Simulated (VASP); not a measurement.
Here is a VASP 6.6.1 calculation.

File INCAR:

```
PREC     = Accurate       # precision mode
ENCUT    = 600            # plane-wave cutoff, eV
EDIFF    = 1E-6           # SCF threshold, eV
ISMEAR   = 0              # smearing method
SIGMA    = 0.15           # smearing width, eV
LREAL    = False          # projectors in reciprocal space
LASPH    = True           # aspherical terms in the spheres
NELM     = 120            # most SCF steps
ALGO     = Normal         # electronic algorithm
ISIF     = 2              # what is computed and relaxed
LWAVE    = False          # write WAVECAR
LCHARG   = False          # write CHGCAR
GGA      = PE             # functional
NBANDS   = 21             # bands
GGA_COMPAT= False
```

The input KPOINTS:

```
regular mesh
0
Gamma
  3 3 3
```

File POSCAR:

```
Mg2BeS3
1.0
    2.5653619866     -5.6843383992      0.0000000000
    2.5653619866      5.6843383992      0.0000000000
    0.0000000000      0.0000000000      3.6751442766
Mg Be S
2 1 3
Direct
    0.6480680260      0.3519319740      0.5000000000
    0.3519319740      0.6480680260      0.5000000000
    0.0000000000      0.0000000000      0.0000000000
    0.1343556634      0.8656443366      0.5000000000
    0.8656443366      0.1343556634      0.5000000000
    0.5000000000      0.5000000000      0.0000000000
```

Potentials or basis: VASP PAW PBE potentials, release 64 (Mg, Be, S).

Command:

```bash
$ cat potpaw_PBE.64/Mg/POTCAR potpaw_PBE.64/Be/POTCAR potpaw_PBE.64/S/POTCAR > POTCAR
$ mpirun -np 1 vasp_std > vasp.out
```

**Question.** Predict the largest force.

**Answer.** 0.004 eV/Å.

**Question.** What does it give for the pressure?

**Answer.** -0.2 GPa.

**Question.** What does it give for the band gap on the k mesh?

**Answer.** 2.35 eV (least direct gap 2.65 eV).

Stress tensor (GPa, compression positive):
```
-0.11  0.00  0.00
 0.00 -0.26  0.00
 0.00  0.00 -0.15
```

Caveat: the k points lie up to 0.57 Å⁻¹ apart; an odd mesh through Γ misses points on the zone boundary, where band edges can lie.
